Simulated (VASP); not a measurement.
# ZrS (Fm-3m) in VASP: a series of runs

Runs on ZrS. Level: PBEsol. Tasks: single point.

Everything below comes from runs of VASP 6.6.1. Logs are shortened: lines on timing, memory, paths and dates and some standing lists are left out, and cuts for length are marked.

## 1. The cell of the first run

It takes space group Fm-3m (No. 225, cubic). Conventional cell: a = 5.180 Å, b = 5.180 Å, c = 5.180 Å, α = 90.00°, β = 90.00°, γ = 90.00°. Within 3.4 Å of Zr (site symmetry m-3m) lie 6 S at 2.59 Å. S (site symmetry m-3m) has 6 Zr at 2.59 Å within 3.4 Å.

## 2. Single point, PBEsol (17.37 Å³/atom)

Contents of INCAR:

```
PREC = Accurate ; ENCUT = 520
EDIFF = 1E-7 ; ISMEAR = 0
SIGMA = 0.05 ; LREAL = False
LASPH = True ; NELM = 80
ALGO = Normal ; ISIF = 2
LWAVE = False ; LCHARG = True
GGA = PS ; LELF = True
LVHAR = True ; NBANDS = 16
```

Contents of KPOINTS:

```
regular mesh
0
Gamma
  12 12 12
```

Contents of POSCAR:

```
ZrS
1.0
    0.0000000000      2.5898851334      2.5898851334
    2.5898851334      0.0000000000      2.5898851334
    2.5898851334      2.5898851334      0.0000000000
Zr S
1 1
Direct
    0.5000000000      0.5000000000      0.5000000000
    0.0000000000      0.0000000000      0.0000000000
```

Potentials or basis: VASP PAW PBE potentials, release 64 (Zr_sv, S).

Launch:

```sh
$ cat potpaw_PBE.64/Zr_sv/POTCAR potpaw_PBE.64/S/POTCAR > POTCAR
$ mpirun -np 1 vasp_std > vasp.out
```

OUTCAR:

```text
PREC = Accurate
   ENCUT = 520
   EDIFF = 1E-7
   ISMEAR = 0
   LREAL = False
   LASPH = True
   NELM = 80
   ISIF = 2
   GGA = PS

 ion  position               nearest neighbor table
   1  0.500  0.500  0.500-   2 2.59   2 2.59   2 2.59   2 2.59   2 2.59   2 2.59
   2  0.000  0.000  0.000-   1 2.59   1 2.59   1 2.59   1 2.59   1 2.59   1 2.59

  LATTYP: Found a face centered cubic cell.
 ALAT       =     5.1797702668

  Lattice vectors:

 A1 = (   0.0000000000,   2.5898851334,   2.5898851334)
 A2 = (   2.5898851334,   0.0000000000,   2.5898851334)
 A3 = (   2.5898851334,   2.5898851334,   0.0000000000)

Analysis of symmetry for initial positions (statically):
=====================================================================
 Subroutine PRICEL returns:
 Original cell was already a primitive cell.

 Routine SETGRP: Setting up the symmetry group for a
 face centered cubic supercell.

 Subroutine GETGRP returns: Found 48 space group operations
 (whereof 48 operations were pure point group operations)
 out of a pool of 48 trial point group operations.

The static configuration has the point symmetry O_h .

Analysis of symmetry for dynamics (positions and initial velocities):
=====================================================================
 Subroutine PRICEL returns:
 Original cell was already a primitive cell.

 Routine SETGRP: Setting up the symmetry group for a
 face centered cubic supercell.

 Subroutine GETGRP returns: Found 48 space group operations
 (whereof 48 operations were pure point group operations)
 out of a pool of 48 trial point group operations.

The dynamic configuration has the point symmetry O_h .

 Subroutine INISYM returns: Found 48 space group operations
 (whereof 48 operations are pure point group operations),
 and found     1 'primitive' translations

----------------------------------------------------------------------------------------

                                     Primitive cell

  volume of cell :      34.7433

  direct lattice vectors                    reciprocal lattice vectors
     0.000000000  2.589885133  2.589885133    -0.193058755  0.193058755  0.193058755
     2.589885133  0.000000000  2.589885133     0.193058755 -0.193058755  0.193058755
     2.589885133  2.589885133  0.000000000     0.193058755  0.193058755 -0.193058755

  length of vectors
     3.662650681  3.662650681  3.662650681     0.334387573  0.334387573  0.334387573

  position of ions in fractional coordinates (direct lattice)
     0.500000000  0.500000000  0.500000000
     0.000000000  0.000000000  0.000000000

  ion indices of the primitive-cell ions
   primitive index   ion index
                 1           1
                 2           2

----------------------------------------------------------------------------------------

 KPOINTS: regular mesh

Automatic generation of k-mesh.
 Grid dimensions read from file:
 generate k-points for:   12   12   12

 Generating k-lattice:

  Cartesian coordinates                     Fractional coordinates (reciprocal lattice)
    -0.016088230  0.016088230  0.016088230     0.083333333  0.000000000  0.000000000
     0.016088230 -0.016088230  0.016088230     0.000000000  0.083333333  0.000000000
     0.016088230  0.016088230 -0.016088230     0.000000000  0.000000000  0.083333333

  Length of vectors
     0.027865631  0.027865631  0.027865631

  Shift w.r.t. Gamma in fractional coordinates (k-lattice)
     0.000000000  0.000000000  0.000000000

 Subroutine IBZKPT returns following result:
 ===========================================

 Found     72 irreducible k-points:

 Following reciprocal coordinates:
            Coordinates               Weight
  0.000000  0.000000  0.000000      1.000000
  0.083333  0.000000  0.000000      8.000000
  0.166667  0.000000  0.000000      8.000000
  0.250000  0.000000  0.000000      8.000000
  0.333333  0.000000  0.000000      8.000000
  0.416667  0.000000  0.000000      8.000000
[... 16 lines left out ...]
  0.500000  0.166667  0.000000     24.000000
 -0.416667  0.166667  0.000000     24.000000
 [... further k-points ...]
   k-points           NKPTS =     72   k-points in BZ     NKDIM =     72   number of bands    NBANDS=     16
   number of dos      NEDOS =    301   number of ions     NIONS =      2
   total plane-waves  NPLWV =  21952
   dimension x,y,z NGX =    28 NGY =   28 NGZ =   28
   dimension x,y,z NGXF=    56 NGYF=   56 NGZF=   56
   ions per type =               1   1
   NGX,Y,Z   is equivalent  to a cutoff of  12.71, 12.71, 12.71 a.u.
   NGXF,Y,Z  is equivalent  to a cutoff of  25.42, 25.42, 25.42 a.u.
 SYSTEM =  unknown system
   PREC   = accura    normal or accurate (medium, high low for compatibility)
   ISTART =      0    job   : 0-new  1-cont  2-samecut
   ICHARG =      2    charge: 1-file 2-atom 10-const
   ISPIN  =      1    spin polarized calculation?
   LNONCOLLINEAR =      F non collinear calculations
   LSORBIT =      F    spin-orbit coupling
   LASPH  =      T    aspherical Exc in radial PAW
   ENCUT  =  520.0 eV  38.22 Ry    6.18 a.u.   6.81  6.81  6.81*2*pi/ulx,y,z
   NELM   =     80;   NELMIN=  2; NELMDL= -5     # of ELM steps
   EDIFF  = 0.1E-06   stopping-criterion for ELM
   LREAL  =      F    real-space projection
   EDIFFG = 0.1E-05   stopping-criterion for IOM
   NSW    =      0    number of steps for IOM
   IBRION =     -1    ionic relax: 0-MD 1-quasi-New 2-CG
   NFREE  =      0    steps in history (QN), initial steepest desc. (CG)
   ISIF   =      2    stress and relaxation
   ISYM   =      2    0-nonsym 1-usesym 2-fastsym
   POTIM  = 0.5000    time-step for ionic-motion
   TEBEG  =    0.0;   TEEND  =   0.0 temperature during run
   PSTRESS=    0.0 pullay stress
   NELECT =      18.0000    total number of electrons
   NUPDOWN=      -1.0000    fix difference up-down
   EMIN   =  10.00;   EMAX   =-10.00  energy-range for DOS
   EFERMI =   0.00;   METHOD = LEGACY
   ISMEAR =     0;   SIGMA  =   0.05  broadening in eV -4-tet -1-fermi 0-gaus
   EFERMI_NEDOS =   21; number of points for ismear=-14 and -15
   IALGO  =     38    algorithm
   IMIX   =      4    mixing-type and parameters
     AMIX     =   0.40;   BMIX     =  1.00
     AMIX_MAG =   1.60;   BMIX_MAG =  1.00
  volume/ion in A,a.u.               =      17.37       117.23
  Fermi-wavevector in a.u.,A,eV,Ry     =   1.314847  2.484700 23.522054  1.728822
  Thomas-Fermi vector in A             =   2.445071
   LORBIT       =      0    0 simple, 1 ext, 2 COOP (PROOUT), +10 PAW based schemes
   GGA     = PS    functional components
   LHFCALC =     F    Hartree Fock is set to
   AEXX    =    0.0000 exact exchange contribution
   IVDW    =     0    specifies the selected vdW correction
   LEPSILON=     F    determine dielectric tensor
   LRPA    =     F    only Hartree local field effects (RPA)
 non-spin polarized calculation
 Gauss-broadening in eV      SIGMA  =   0.05
  energy-cutoff  :      520.00
  volume of cell :       34.74
 maximum number of plane-waves:       960
   NGX = 13   NGY = 13   NGZ = 13

 number of electron      17.9999999 magnetization

 Free energy of the ion-electron system (eV)
  ---------------------------------------------------
  ext. energy  EPLUGINS =         0.00000000
  ---------------------------------------------------
  free energy    TOTEN  =       -16.50903756 eV

  energy without entropy =      -16.50709556  energy(sigma->0) =      -16.50806656

 E-fermi :  11.0836     XC(G=0): -11.6554

 val. band max:       11.0696297752   @ k =   0.5000   0.1667   0.0833
 cond. band min:      11.1045704752   @ k =   0.2500   0.1667   0.0833
 fundamental gap:      0.0349406999
 Fermi energy:        11.0836498566

 k-point     1 :       0.0000    0.0000    0.0000
  band No.  band energies     occupation
      1     -38.6721      2.00000
      2     -16.6721      2.00000
      3     -16.6721      2.00000
      4     -16.6721      2.00000
      5      -4.9003      2.00000
      6       7.5829      2.00000
[... 8 lines left out ...]
     15      18.2421      0.00000
     16      23.8475      0.00000

 k-point     2 :       0.0833    0.0000    0.0000
  band No.  band energies     occupation
      1     -38.6699      2.00000
      2     -16.7013      2.00000
      3     -16.6745      2.00000
      4     -16.6745      2.00000
      5      -4.8037      2.00000
      6       7.0280      2.00000
[... 8 lines left out ...]
     15      18.5578      0.00000
     16      23.2031      0.00000

 k-point     3 :       0.1667    0.0000    0.0000
  band No.  band energies     occupation
      1     -38.6640      2.00000
      2     -16.7801      2.00000
      3     -16.6811      2.00000
      4     -16.6811      2.00000
      5      -4.5311      2.00000
      6       5.9333      2.00000
[... 8 lines left out ...]
     15      19.2476      0.00000
     16      22.1618      0.00000

 k-point     4 :       0.2500    0.0000    0.0000
  band No.  band energies     occupation
      1     -38.6559      2.00000
      2     -16.8851      2.00000
      3     -16.6901      2.00000
      4     -16.6901      2.00000
      5      -4.1332      2.00000
      6       4.7951      2.00000
[... 8 lines left out ...]
     15      19.3805      0.00000
     16      20.8607      0.00000
[... 324 lines left out ...]
 k-point    22 :       0.4167    0.1667    0.0000
  band No.  band energies     occupation
      1     -38.6413      2.00000
      2     -16.9905      2.00000
      3     -16.7444      2.00000
      4     -16.7338      2.00000
      5      -3.6313      2.00000
      6       3.7577      2.00000
[... 8 lines left out ...]
     15      18.0056      0.00000
     16      18.9856      0.00000

 k-point    23 :       0.5000    0.1667    0.0000
  band No.  band energies     occupation
      1     -38.6372      2.00000
      2     -17.0342      2.00000
      3     -16.7626      2.00000
      4     -16.7312      2.00000
      5      -3.4117      2.00000
      6       3.4431      2.00000
[... 8 lines left out ...]
     15      17.7220      0.00000
     16      18.7656      0.00000

 k-point    24 :      -0.4167    0.1667    0.0000
  band No.  band energies     occupation
      1     -38.6366      2.00000
      2     -17.0395      2.00000
      3     -16.7757      2.00000
      4     -16.7218      2.00000
      5      -3.3510      2.00000
      6       3.3351      2.00000
[... 8 lines left out ...]
     15      18.3330      0.00000
     16      18.8283      0.00000

 [... further k-points ...]

------------------------ aborting loop because EDIFF is reached ----------------------------------------

  FORCE on cell =-STRESS in cart. coord.  units (eV):
  Direction    XX          YY          ZZ          XY          YZ          ZX
  --------------------------------------------------------------------------------------
  -------------------------------------------------------------------------------------
  Total       -0.2309927     -0.2309927     -0.2309927     -0.0000000     -0.0000000     -0.0000000
  in kB      -10.6521529    -10.6521529    -10.6521529     -0.0000000     -0.0000000     -0.0000000
  external PRESSURE =     -10.6521529 kB  Pullay stress =       0.0000000 kB

 VOLUME and BASIS-vectors are now :
 -----------------------------------------------------------------------------
  energy-cutoff  :      520.00
  volume of cell :       34.74
      direct lattice vectors                 reciprocal lattice vectors
     0.000000000  2.589885133  2.589885133    -0.193058755  0.193058755  0.193058755
     2.589885133  0.000000000  2.589885133     0.193058755 -0.193058755  0.193058755
     2.589885133  2.589885133  0.000000000     0.193058755  0.193058755 -0.193058755

 POSITION                                       TOTAL-FORCE (eV/Angst)
 -----------------------------------------------------------------------------------
      2.58989      2.58989      2.58989        -0.000000      0.000000     -0.000000
      0.00000      0.00000      0.00000         0.000000     -0.000000      0.000000
 -----------------------------------------------------------------------------------
    total drift:                                0.000000      0.000000      0.000000

  FREE ENERGIE OF THE ION-ELECTRON SYSTEM (eV)
  ---------------------------------------------------
  free  energy   TOTEN  =       -16.5090375582 eV

  energy  without entropy=      -16.5070955587  energy(sigma->0) =      -16.50806656
```

It took 49 s on 1 thread of Intel Xeon 8259CL, shared host; peak memory 0.18 GiB.

What came out:

```yaml
Free_energy: -16.5090 eV
Pressure: -1.1 GPa
Band_gap_on_the_k_mesh: zero (bands 9 and 10 overlap by 3.02 eV)
```

Levels at points of the mesh, in eV from the Fermi level:
| k point | band 6 | band 7 | band 8 | band 9 | band 10 | band 11 | band 12 | band 13 |
| --- | --- | --- | --- | --- | --- | --- | --- | --- |
| (0.00, 0.00, 0.00) | -3.50 | -3.50 | -3.50 | -1.42 | -1.42 | -1.42 | -0.70 | -0.70 |
| (0.50, 0.00, 0.00) | -8.21 | -6.10 | -6.10 | 1.59 | 1.59 | 1.94 | 1.95 | 5.94 |
| (0.50, 0.50, 0.00) | -6.30 | -4.46 | -4.46 | -3.62 | 0.56 | 2.56 | 2.56 | 3.00 |

Caveat: the PAW data sets were made with another functional, which shifts forces and pressure a little.

## 3. Single point, PBEsol (17.22 Å³/atom)

This run uses another cell than the first one, of 17.22 Å³/atom.

Contents of INCAR:

```
ALGO = Normal
EDIFF = 1E-6
ENCUT = 520
GGA = PS
ISIF = 2
ISMEAR = 0
LASPH = True
LCHARG = True
LELF = True
LREAL = False
LVHAR = True
LWAVE = False
NBANDS = 16
NELM = 100
PREC = Accurate
SIGMA = 0.05
```

Contents of KPOINTS:

```
k-points
0
Gamma
  12 12 12
```

Contents of POSCAR:

```
ZrS
1.0
    0.0000000000      2.5822291520      2.5822291520
    2.5822291520      0.0000000000      2.5822291520
    2.5822291520      2.5822291520      0.0000000000
Zr S
1 1
Direct
    0.5000000000      0.5000000000      0.5000000000
    0.0000000000      0.0000000000      0.0000000000
```

Potentials or basis: VASP PAW PBE potentials, release 64 (Zr_sv, S).

Launch:

```sh
$ cat potpaw_PBE.64/Zr_sv/POTCAR potpaw_PBE.64/S/POTCAR > POTCAR
$ mpirun -np 1 vasp_std > vasp.out
```

Wall time 45 s (1 thread of Intel Xeon 8259CL, shared host); peak memory 0.18 GiB.

Results (log left out):

| Property | Result |
| --- | --- |
| Free energy | -16.5097 eV |
| Pressure | 0.3 GPa |
| Band gap on the k mesh | zero (bands 9 and 10 overlap by 3.06 eV) |

Levels at points of the mesh, in eV from the Fermi level:
```
           k point  band 6  band 7  band 8  band 9  band 10  band 11  band 12  band 13
(0.00, 0.00, 0.00)   -3.50   -3.50   -3.50   -1.44    -1.44    -1.44    -0.71    -0.71
(0.50, 0.00, 0.00)   -8.25   -6.13   -6.13    1.62     1.62     1.95     1.98     5.96
(0.50, 0.50, 0.00)   -6.31   -4.46   -4.46   -3.66     0.57     2.59     2.59     3.05
```

Caveat: the PAW data sets were made with another functional, which shifts forces and pressure a little.
